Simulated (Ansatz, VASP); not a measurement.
One calculation of Hf, two programs

INCAR

```
PREC = Accurate
ENCUT = 500
EDIFF = 1E-6
ISMEAR = -1
SIGMA = 0.1
LREAL = F
LASPH = T
NELM = 200
ALGO = Normal
ISIF = 2
LWAVE = F
LCHARG = T
LMAXMIX = 4
LDAU = T
LDAUTYPE = 2
LDAUL = 2
LDAUU = 6
LDAUJ = 0
LDAUPRINT = 1
GGA = RP
LELF = T
LVHAR = T
NBANDS = 17
GGA_COMPAT = F
```

KPOINTS

```
Automatic mesh
0
Gamma
  12 12 7
```

File POSCAR:

```
Hf
1.0
    1.6016142160     -2.7740771961      0.0000000000
    1.6016142159      2.7740771961      0.0000000000
    0.0000000000      0.0000000000      5.0729617522
Hf
2
Direct
    0.6666666670      0.3333333330      0.2500000000
    0.3333333330      0.6666666670      0.7500000000
```

Input for Ansatz:

```yaml
crystal:
  lattice:
    - [1.601614216, -2.7740771961, 0.0]
    - [1.6016142159, 2.7740771961, 0.0]
    - [0.0, 0.0, 5.0729617522]
  atoms:
    - { symbol: Hf, position: [0.666666667, 0.333333333, 0.25] }
    - { symbol: Hf, position: [0.333333333, 0.666666667, 0.75] }
kpoints:
  mp_grid: { grid: [12, 12, 7] }
scf:
  occupations: { method: fermi_dirac, width: 0.1 }
hamiltonian:
  xc: rpbe
  pseudopotentials: { kind: all_electron, lapw: { basis_error: 0.001 } }
  hubbard: { sites: [{ species: Hf, l: d, u_eff: 6.0 }], double_counting: fll }
output:
  forces: true
  stress: true
  eigenvalues: true
```

Alike in both runs: task single point; functional RPBE; k mesh 12 × 12 × 7; occupations fermi-dirac, width 0.1 eV; no spin polarisation; Hubbard terms Hf d U = 6.0 eV.

```csv
,VASP,Ansatz
version,VASP 6.6.1,Ansatz 0.2.0
potentials or method,"VASP PAW PBE potentials, release 64 (Hf_pv), cutoff 500 eV","all-electron LAPW, scalar-relativistic"
```

VASP gave:

* gap on the k mesh at the Fermi level (eV): none
* pressure (GPa): 22.6
* traceless stress, the component that is largest in VASP (GPa): -0.35

**Question.** Which values does Ansatz return?

**Answer.** gap on the k mesh at the Fermi level (eV): none; pressure (GPa): 11.7; traceless stress, the component that is largest in VASP (GPa): 0.27.

VASP's potentials were made for PBE, not for RPBE. The programs project onto different local orbitals, so the same U acts differently, and such runs can settle in different states. A gap of «none» marks a metal or a gap that the smearing closes. Ansatz ran all-electron here, and VASP with PAW potentials. Ansatz's warnings: filled band counts differ across k points.

Neither program's run includes spin-orbit coupling.
